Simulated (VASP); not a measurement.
A run of VASP 6.6.1:

The input INCAR:

```
  ALGO = Normal
  DIPOL = 0.5 0.5 0.329
  EDIFF = 1E-7
  ENCUT = 520
  GGA = PE
  IDIPOL = 3
  ISIF = 2
  ISMEAR = 0
  LASPH = T
  LCHARG = F
  LDIPOL = T
  LREAL = F
  LWAVE = F
  NBANDS = 75
  NELM = 100
  PREC = Accurate
  SIGMA = 0.1
```

File KPOINTS:

```
k-points
0
Gamma
  6 6 1
```

Contents of POSCAR:

```
Pd12S
1.0
    5.5751887913      0.0000000000      0.0000000000
   -2.7875943957      4.8282551242      0.0000000000
    0.0000000000      0.0000000000     20.0521225866
Pd S
12 1
Direct
    0.3333333333      0.1666666667      0.1994801290
    0.3333333333      0.6666666667      0.1994801290
    0.8333333333      0.1666666667      0.1994801290
    0.8333333333      0.6666666667      0.1994801290
    0.1666666667      0.3333333334      0.3129873791
    0.1666666667      0.8333333334      0.3129873791
    0.6666666667      0.3333333334      0.3129873791
    0.6666666667      0.8333333333      0.3129873791
    0.0000000000      0.0000000000      0.4264946292
    0.0000000000      0.5000000000      0.4264946292
    0.5000000000      0.0000000000      0.4264946292
    0.5000000000      0.5000000000      0.4264946292
    0.1666666667      0.0833333334      0.5231960173
```

Potentials or basis: VASP PAW PBE potentials, release 64 (Pd, S).

Run with:

```sh
$ cat potpaw_PBE.64/Pd/POTCAR potpaw_PBE.64/S/POTCAR > POTCAR
$ mpirun -np 1 vasp_std > vasp.out
```

Hardware: 1 thread of Intel(R) Xeon(R) 6975P-C (Granite Rapids) (shared host).

**Question.** How long does it take, and how much memory?

**Answer.** It took 18 min on 1 thread of Intel(R) Xeon(R) 6975P-C (Granite Rapids) (shared host), peak memory 0.75 GiB. Counts: scf iterations 38, k points 13.
